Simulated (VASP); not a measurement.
# Mg8O9 (a cell with a defect) in VASP: single point with PBEsol

Aim: the single point of Mg8O9 (a cell with a defect) with PBEsol.

All numbers are computed with VASP 6.6.1; they aren't measurements. Logs are shortened: lines on timing, memory, paths and dates and some standing lists are left out, and cuts for length are marked.

**1. The cell of the first run**

The cell holds a defect, 17 atoms: a = 5.931 Å, b = 5.931 Å, c = 5.931 Å, α = 60.00°, β = 60.00°, γ = 60.00°.

**2. Single point, PBEsol, collinear spin**

File INCAR:

```
PREC     = Accurate       # precision mode
ENCUT    = 620            # plane-wave cutoff, eV
EDIFF    = 1E-6           # SCF threshold, eV
ISMEAR   = -1             # smearing method
SIGMA    = 0.02           # smearing width, eV
LREAL    = Auto         
LASPH    = T              # aspherical terms in the spheres
NELM     = 200            # most SCF steps
ALGO     = Normal         # electronic algorithm
ISIF     = 2              # what is computed and relaxed
LWAVE    = F              # write WAVECAR
LCHARG   = F              # write CHGCAR
ISPIN    = 2              # spin polarisation
MAGMOM   = 0 0 0 0 0 0 0 0 0 0 0 0 0 0 0 0 1 # initial moments
LORBIT   = 11             # projections on sites
GGA      = PS             # functional
NBANDS   = 85             # bands
GGA_COMPAT= F
```

File KPOINTS:

```
regular mesh
0
Gamma
  2 2 2
```

File POSCAR:

```
Mg8O9
1.0
    0.0000000000      4.1942000000      4.1942000000
    4.1942000000      0.0000000000      4.1942000000
    4.1942000000      4.1942000000      0.0000000000
Mg O
8 9
Direct
   -0.0209373795      0.0061881177      0.0066866847
    0.0095571975     -0.0292679912      0.5160360731
    0.0095264440      0.5155035941     -0.0286492054
   -0.0025438441      0.4877489079      0.4882898889
    0.4867488595     -0.0014054290     -0.0008961806
    0.4747529190     -0.0292078432      0.5159873516
    0.4747669861      0.5157106755     -0.0288327517
    0.5052455562      0.4799653371      0.4805283243
    0.2420929610      0.2431647210      0.2437267626
    0.2420504235      0.2432119975      0.7437234188
    0.2420407894      0.7432318482      0.2437359850
    0.2421156301      0.7431544792      0.7436686036
    0.8609423759      0.2432758274      0.2438201683
    0.7421083310      0.2431494490      0.7436443147
    0.7421135457      0.7431341558      0.2436471086
    0.7421024993      0.7431825553      0.7436767669
    0.6232509053      0.2430933975      0.2433763866
```

Potentials or basis: VASP PAW PBE potentials, release 64 (Mg_sv, O).

Launch:

```console
> cat potpaw_PBE.64/Mg_sv/POTCAR potpaw_PBE.64/O/POTCAR > POTCAR
> mpirun -np 1 vasp_std > vasp.out
```

OUTCAR:

```text
PREC = Accurate
   ENCUT = 620
   EDIFF = 1E-6
   ISMEAR = -1
   LREAL = Auto
   LASPH = T
   NELM = 200
   ISIF = 2
   ISPIN = 2
   LORBIT = 11
   GGA = PS

 ion  position               nearest neighbor table
   1  0.979  0.006  0.007-  14 2.10  15 2.10  10 2.10  11 2.10  17 2.11  13 2.11
   2  0.010  0.971  0.516-  13 1.84  12 1.93  16 2.08  11 2.10  14 2.10   9 2.12
   3  0.010  0.516  0.971-  13 1.84  12 1.93  16 2.08  10 2.10  15 2.10   9 2.12
   4  0.997  0.488  0.488-   9 2.05  14 2.10  15 2.10  10 2.10  11 2.10
   5  0.487  0.999  0.999-   9 2.05  15 2.10  14 2.10  11 2.10  10 2.10
   6  0.475  0.971  0.516-  17 1.84  12 1.93  16 2.08  15 2.10  10 2.10   9 2.12
   7  0.475  0.516  0.971-  17 1.84  12 1.93  16 2.08  14 2.10  11 2.10   9 2.13
   8  0.505  0.480  0.481-  10 2.10  14 2.10  11 2.10  15 2.10  13 2.11  17 2.11
   9  0.242  0.243  0.244-   4 2.05   5 2.05   6 2.12   3 2.12   2 2.12   7 2.13
  10  0.242  0.243  0.744-   4 2.10   5 2.10   8 2.10   1 2.10   3 2.10   6 2.10
  11  0.242  0.743  0.244-   5 2.10   4 2.10   8 2.10   1 2.10   2 2.10   7 2.10
  12  0.242  0.743  0.744-   7 1.93   2 1.93   3 1.93   6 1.93
  13  0.861  0.243  0.244-  17 1.41   3 1.84   2 1.84   8 2.11   1 2.11
  14  0.742  0.243  0.744-   5 2.10   4 2.10   8 2.10   1 2.10   2 2.10   7 2.10
  15  0.742  0.743  0.244-   5 2.10   4 2.10   1 2.10   8 2.10   3 2.10   6 2.10
  16  0.742  0.743  0.744-   7 2.08   2 2.08   6 2.08   3 2.08
  17  0.623  0.243  0.243-  13 1.41   7 1.84   6 1.84   1 2.11   8 2.11

  LATTYP: Found a face centered cubic cell.
 ALAT       =     8.3884000000

  Lattice vectors:

 A1 = (   0.0000000000,   4.1942000000,   4.1942000000)
 A2 = (   4.1942000000,   0.0000000000,   4.1942000000)
 A3 = (   4.1942000000,   4.1942000000,   0.0000000000)

Analysis of symmetry for initial positions (statically):
=====================================================================
 Subroutine PRICEL returns:
 Original cell was already a primitive cell.

 Routine SETGRP: Setting up the symmetry group for a
 face centered cubic supercell.

 Subroutine GETGRP returns: Found  1 space group operations
 (whereof  1 operations were pure point group operations)
 out of a pool of 48 trial point group operations.

The static configuration has the point symmetry C_1 .

Analysis of symmetry for dynamics (positions and initial velocities):
=====================================================================
 Subroutine PRICEL returns:
 Original cell was already a primitive cell.

 Routine SETGRP: Setting up the symmetry group for a
 face centered cubic supercell.

 Subroutine GETGRP returns: Found  1 space group operations
 (whereof  1 operations were pure point group operations)
 out of a pool of 48 trial point group operations.

The dynamic configuration has the point symmetry C_1 .

Analysis of structural, dynamic, and magnetic symmetry:
=====================================================================
 Subroutine PRICEL returns:
 Original cell was already a primitive cell.

 Routine SETGRP: Setting up the symmetry group for a
 face centered cubic supercell.

 Subroutine GETGRP returns: Found  1 space group operations
 (whereof  1 operations were pure point group operations)
 out of a pool of 48 trial point group operations.

The overall configuration has the point symmetry C_1 .

 Subroutine INISYM returns: Found  1 space group operations
 (whereof  1 operations are pure point group operations),
 and found     1 'primitive' translations

----------------------------------------------------------------------------------------

                                     Primitive cell

  volume of cell :     147.5630

  direct lattice vectors                    reciprocal lattice vectors
     0.000000000  4.194200000  4.194200000    -0.119212245  0.119212245  0.119212245
     4.194200000  0.000000000  4.194200000     0.119212245 -0.119212245  0.119212245
     4.194200000  4.194200000  0.000000000     0.119212245  0.119212245 -0.119212245

  length of vectors
     5.931494523  5.931494523  5.931494523     0.206481666  0.206481666  0.206481666

  position of ions in fractional coordinates (direct lattice)
     0.979062621  0.006188118  0.006686685
     0.009557198  0.970732009  0.516036073
[... 73 lines left out ...]
   number of dos      NEDOS =    301   number of ions     NIONS =     17
   total plane-waves  NPLWV = 110592
   dimension x,y,z NGX =    48 NGY =   48 NGZ =   48
   dimension x,y,z NGXF=    96 NGYF=   96 NGZF=   96
   ions per type =               8   9
   NGX,Y,Z   is equivalent  to a cutoff of  13.45, 13.45, 13.45 a.u.
   NGXF,Y,Z  is equivalent  to a cutoff of  26.91, 26.91, 26.91 a.u.
 SYSTEM =  unknown system
   PREC   = accura    normal or accurate (medium, high low for compatibility)
   ISTART =      0    job   : 0-new  1-cont  2-samecut
   ICHARG =      2    charge: 1-file 2-atom 10-const
   ISPIN  =      2    spin polarized calculation?
   LNONCOLLINEAR =      F non collinear calculations
   LSORBIT =      F    spin-orbit coupling
   LASPH  =      T    aspherical Exc in radial PAW
   ENCUT  =  620.0 eV  45.57 Ry    6.75 a.u.  12.04 12.04 12.04*2*pi/ulx,y,z
   NELM   =    200;   NELMIN=  2; NELMDL= -5     # of ELM steps
   EDIFF  = 0.1E-05   stopping-criterion for ELM
   LREAL  =      T    real-space projection
   EDIFFG = 0.1E-04   stopping-criterion for IOM
   NSW    =      0    number of steps for IOM
[... 5 lines left out ...]
   TEBEG  =    0.0;   TEEND  =   0.0 temperature during run
   PSTRESS=    0.0 pullay stress
   NELECT =     134.0000    total number of electrons
   NUPDOWN=      -1.0000    fix difference up-down
   EMIN   =  10.00;   EMAX   =-10.00  energy-range for DOS
   EFERMI =   0.00;   METHOD = LEGACY
   ISMEAR =    -1;   SIGMA  =   0.02  broadening in eV -4-tet -1-fermi 0-gaus
   EFERMI_NEDOS =   21; number of points for ismear=-14 and -15
   IALGO  =     38    algorithm
   IMIX   =      4    mixing-type and parameters
     AMIX     =   0.40;   BMIX     =  1.00
     AMIX_MAG =   1.60;   BMIX_MAG =  1.00
  volume/ion in A,a.u.               =       8.68        58.58
  Fermi-wavevector in a.u.,A,eV,Ry     =   1.585321  2.995823 34.194756  2.513244
  Thomas-Fermi vector in A             =   2.684804
   LORBIT       =     11    0 simple, 1 ext, 2 COOP (PROOUT), +10 PAW based schemes
   GGA     = PS    functional components
   LHFCALC =     F    Hartree Fock is set to
   AEXX    =    0.0000 exact exchange contribution
   IVDW    =     0    specifies the selected vdW correction
   LEPSILON=     F    determine dielectric tensor
   LRPA    =     F    only Hartree local field effects (RPA)
 spin polarized calculation
  energy-cutoff  :      620.00
  volume of cell :      147.56
 maximum number of plane-waves:      5218
   NGX = 25   NGY = 25   NGZ = 25

 number of electron     134.0000002 magnetization       0.0000030

 number of electron     134.0000002 magnetization      -0.0000002

 Free energy of the ion-electron system (eV)
  ---------------------------------------------------
  ext. energy  EPLUGINS =         0.00000000
  ---------------------------------------------------
  free energy    TOTEN  =      -101.62238806 eV

  energy without entropy =     -101.62238806  energy(sigma->0) =     -101.62238806

 E-fermi :   4.9243     XC(G=0): -11.9287

 val. band max:        4.3420167000   @ k =   0.0000   0.5000   0.5000
 cond. band min:       8.2696687584   @ k =   0.0000   0.0000   0.0000
 fundamental gap:      3.9276520584
 Fermi energy:         4.9242688868

 spin component 1

 k-point     1 :       0.0000    0.0000    0.0000
  band No.  band energies     occupation
      1     -68.8010      1.00000
      2     -68.8006      1.00000
      3     -68.3208      1.00000
      4     -68.3204      1.00000
      5     -68.2521      1.00000
      6     -68.2470      1.00000
[... 645 lines left out ...]
     78      14.5575      0.00000
     79      14.6344      0.00000
 Fermi energy:         4.9242688868

 spin component 2

 k-point     1 :       0.0000    0.0000    0.0000
  band No.  band energies     occupation
      1     -68.8010      1.00000
      2     -68.8005      1.00000
      3     -68.3208      1.00000
      4     -68.3204      1.00000
      5     -68.2521      1.00000
      6     -68.2470      1.00000
[... 645 lines left out ...]
     78      14.5575      0.00000
     79      14.6344      0.00000
 [bands above 79 left out]

------------------------ aborting loop because EDIFF is reached ----------------------------------------

  FORCE on cell =-STRESS in cart. coord.  units (eV):
  Direction    XX          YY          ZZ          XY          YZ          ZX
  --------------------------------------------------------------------------------------
  -------------------------------------------------------------------------------------
  Total        8.8336143     20.5564966     20.5365737      0.0175121      1.2112836      0.0166965
  in kB       95.9117054    223.1938790    222.9775643      0.1901390     13.1516126      0.1812832
  external PRESSURE =     180.6943829 kB  Pullay stress =       0.0000000 kB

 VOLUME and BASIS-vectors are now :
 -----------------------------------------------------------------------------
  energy-cutoff  :      620.00
  volume of cell :      147.56
      direct lattice vectors                 reciprocal lattice vectors
     0.000000000  4.194200000  4.194200000    -0.119212245  0.119212245  0.119212245
     4.194200000  0.000000000  4.194200000     0.119212245 -0.119212245  0.119212245
     4.194200000  4.194200000  0.000000000     0.119212245  0.119212245 -0.119212245

 POSITION                                       TOTAL-FORCE (eV/Angst)
 -----------------------------------------------------------------------------------
      0.05400      4.13443      4.13234        -0.012490      0.000347      0.001401
      6.23580      2.20444      4.11153         0.001649      0.007341     -0.007821
      6.23616      4.11400      2.20208        -0.001568     -0.008274      0.011718
      4.09370      6.23152      6.22925        -0.006076      0.002053      0.002800
      8.37875      6.23196      6.22983         0.007106     -0.002613     -0.000693
      6.23585      4.15536      6.06291         0.002909      0.008042     -0.008446
[... 9 lines left out ...]
      6.23619      6.23166      6.22958        -0.001372     -0.002163     -0.000401
      2.04035      3.63481      3.63362         0.003837     -0.172657     -0.184113
 -----------------------------------------------------------------------------------
    total drift:                               -0.019782     -0.008860     -0.005423

  FREE ENERGIE OF THE ION-ELECTRON SYSTEM (eV)
  ---------------------------------------------------
  free  energy   TOTEN  =      -101.6223880570 eV

  energy  without entropy=     -101.6223880570  energy(sigma->0) =     -101.62238806

 total charge

# of ion       s       p       d       tot
------------------------------------------
    1        2.069   6.011   0.044   8.124
    2        2.083   6.034   0.057   8.174
    3        2.083   6.034   0.057   8.174
    4        2.073   6.015   0.043   8.131
    5        2.073   6.015   0.043   8.131
    6        2.083   6.034   0.057   8.174
[... 9 lines left out ...]
   16        1.532   3.549   0.000   5.081
   17        1.584   3.551   0.000   5.135
--------------------------------------------------
tot         30.520  80.246   0.402 111.169

 magnetization (x)

# of ion       s       p       d       tot
------------------------------------------
    1       -0.000  -0.000   0.000  -0.000
    2       -0.000   0.000   0.000  -0.000
    3       -0.000   0.000   0.000  -0.000
    4       -0.000   0.000   0.000   0.000
    5       -0.000   0.000   0.000   0.000
    6       -0.000  -0.000  -0.000  -0.000
[... 9 lines left out ...]
   16       -0.000  -0.000   0.000  -0.000
   17        0.000   0.000   0.000   0.000
--------------------------------------------------
tot         -0.000  -0.000   0.000  -0.000
```

Wall time 6.5 min (1 thread of AMD EPYC 7R13 (Zen 3), shared host); peak memory 0.44 GiB.

What came out:

| Property | Result |
| --- | --- |
| Free energy | -101.6224 eV |
| Pressure | 18.1 GPa |
| Largest force | 0.255 eV/Å |
| Band gap on the k mesh | 3.93 eV |
| Net moment | 0.00 μB per cell |
| Valence electrons inside the program's atomic spheres | Mg 8.12, 8.17, 8.13 (each value once); O 5.10, 5.09, 5.17, 5.13, 5.08 (each value once) |

Forces on the atoms (eV/Å):
```
Mg  -0.012  0.000  0.001
Mg   0.002  0.007 -0.008
Mg  -0.002 -0.008  0.012
Mg  -0.006  0.002  0.003
Mg   0.007 -0.003 -0.001
Mg   0.003  0.008 -0.008
Mg   0.000 -0.008  0.003
Mg   0.027  0.001  0.001
O   -0.002 -0.003  0.000
O   -0.008  0.000  0.000
O   -0.009 -0.001 -0.001
O    0.000 -0.001  0.001
O   -0.002  0.180  0.180
O    0.000 -0.001  0.000
O    0.001  0.000  0.000
O   -0.001 -0.002  0.000
O    0.004 -0.173 -0.184
```

Stress tensor (GPa, compression positive):
```
 9.59  0.02  0.02
 0.02 22.32  1.32
 0.02  1.32 22.30
```

Levels at points of the mesh, in eV from the valence-band top:
Spin up:
```tsv
k point	band 65	band 66	band 67	band 68	band 69	band 70
(0.00, 0.00, 0.00)	-1.14	-1.10	-1.03	3.93	6.05	6.45
(0.50, 0.00, 0.00)	-1.07	-0.82	-0.65	4.86	6.20	6.22
(0.00, 0.50, 0.00)	-1.40	-1.30	-0.23	5.90	6.04	6.63
(0.00, 0.00, 0.50)	-1.40	-1.30	-0.23	5.90	6.04	6.63
(0.50, 0.50, 0.50)	-1.06	-0.83	-0.64	4.85	6.20	6.22
(0.50, 0.50, 0.00)	-1.13	-0.75	-0.56	4.90	7.15	7.22
(0.00, 0.50, 0.50)	-1.53	-0.58	0.00	6.03	7.11	7.33
(0.50, 0.00, 0.50)	-1.13	-0.74	-0.56	4.90	7.15	7.22
```
Spin down:
```
           k point  band 64  band 65  band 66  band 67  band 68  band 69  band 70  band 71
(0.00, 0.00, 0.00)    -1.52    -1.14    -1.10    -1.03     3.93     6.05     6.45     6.68
(0.50, 0.00, 0.00)    -1.42    -1.07    -0.82    -0.65     4.86     6.20     6.22     8.26
(0.00, 0.50, 0.00)    -1.44    -1.40    -1.30    -0.23     5.90     6.04     6.63     8.22
(0.00, 0.00, 0.50)    -1.44    -1.40    -1.30    -0.23     5.90     6.04     6.63     8.22
(0.50, 0.50, 0.50)    -1.42    -1.06    -0.83    -0.64     4.85     6.20     6.22     8.26
(0.50, 0.50, 0.00)    -1.47    -1.13    -0.75    -0.56     4.90     7.15     7.22     8.52
(0.00, 0.50, 0.50)    -1.62    -1.53    -0.58     0.00     6.03     7.11     7.33     8.17
(0.50, 0.00, 0.50)    -1.47    -1.13    -0.74    -0.56     4.90     7.15     7.22     8.52
```

Caveat: the k points lie up to 0.65 Å⁻¹ apart; the PAW data sets were made with another functional, which shifts forces and pressure a little.
